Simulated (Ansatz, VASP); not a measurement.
Two plane-wave programs on BN

File POSCAR:

```
BN
1.0
    2.4789517873      0.0000000000      0.0000000000
   -1.2394758937      2.1902056310      0.0000000000
    0.0000000000      0.0000000000      6.6612000000
B N
2 2
Direct
    0.3333333333      0.6666666667      0.2500000000
    0.6666666667      0.3333333333      0.7500000000
    0.3333333333      0.6666666667      0.7500000000
    0.6666666667      0.3333333333      0.2500000000
```

Contents of INCAR.step1:

```
SYSTEM = BN
PREC     = Accurate       ! precision mode
ENCUT    = 520            ! plane-wave cutoff, eV
ISMEAR   = 0              ! smearing method
SIGMA    = 0.05           ! smearing width, eV
LREAL    = .False.        ! projectors in reciprocal space
LASPH    = .True.         ! aspherical terms in the spheres
NELM     = 60             ! most SCF steps
NBANDS   = 16             ! bands
GGA      = PE             ! functional
ALGO     = Normal         ! electronic algorithm
EDIFF    = 1E-4           ! SCF threshold, eV
LWAVE    = .True.         ! write WAVECAR
LCHARG   = .False.        ! write CHGCAR
```

INCAR.step2

```
SYSTEM = BN
PREC     = Accurate       ! precision mode
ENCUT    = 520            ! plane-wave cutoff, eV
EDIFF    = 1E-6           ! SCF threshold, eV
ISMEAR   = 0              ! smearing method
SIGMA    = 0.05           ! smearing width, eV
LREAL    = .False.        ! projectors in reciprocal space
LASPH    = .True.         ! aspherical terms in the spheres
NELM     = 60             ! most SCF steps
ALGO     = Normal         ! electronic algorithm
ISIF     = 2              ! what is computed and relaxed
LWAVE    = .False.        ! write WAVECAR
LCHARG   = .False.        ! write CHGCAR
METAGGA  = R2SCAN         ! meta-GGA
LMIXTAU  = .True.       
NBANDS   = 16             ! bands
ISTART   = 1
```

KPOINTS

```
regular mesh
0
Gamma
  12 12 4
  0 0 0
```

Input for Ansatz:

```yaml
crystal:
  lattice:
    - [2.4789517873, 0.0, 0.0]
    - [-1.2394758937, 2.190205631, 0.0]
    - [0.0, 0.0, 6.6612]
  atoms:
    - { symbol: B, position: [0.3333333333, 0.6666666667, 0.25] }
    - { symbol: B, position: [0.6666666667, 0.3333333333, 0.75] }
    - { symbol: "N", position: [0.3333333333, 0.6666666667, 0.75] }
    - { symbol: "N", position: [0.6666666667, 0.3333333333, 0.25] }
basis:
  ecutwfc: 500
kpoints:
  mp_grid: { grid: [12, 12, 4] }
hamiltonian:
  xc: r2scan
scf:
  occupations: { method: gaussian, width: 0.05 }
output:
  forces: true
  stress: true
  eigenvalues: true
```

Change from the starting cell: strain -0.0100 x Voigt [1, -1, 0, 0, 0, 0], atoms carried along.

Alike in both runs: task single point; functional r2SCAN; k mesh 12 × 12 × 4; occupations gaussian, width 0.05 eV; no spin polarisation.

|  | VASP | Ansatz |
| --- | --- | --- |
| version | VASP 6.6.1 | Ansatz 0.2.0 |
| potentials or method | VASP PAW PBE potentials, release 64 (B, N), cutoff 520 eV | scalar-relativistic, plane waves, PAW |
| valence electrons in the cell | 16 | 16 |

VASP gave:

```
gap on the k mesh at the Fermi level (eV)                     : 4.76
least direct gap on the mesh (eV)                             : 5.31
pressure (GPa)                                                : -0.1
traceless stress, the component that is largest in VASP (GPa) : -8.05
rms of the force components (eV/Å)                            : 0.129
```

Problem. What did Ansatz give for the same quantities?

Solution. gap on the k mesh at the Fermi level (eV): 4.72; least direct gap on the mesh (eV): 5.28; pressure (GPa): -0.5; traceless stress, the component that is largest in VASP (GPa): -8.38; rms of the force components (eV/Å): 0.129.

VASP's potentials were made for PBE, not for r2SCAN. Atom by atom the forces differ by 0.000 eV/Å (rms over components).
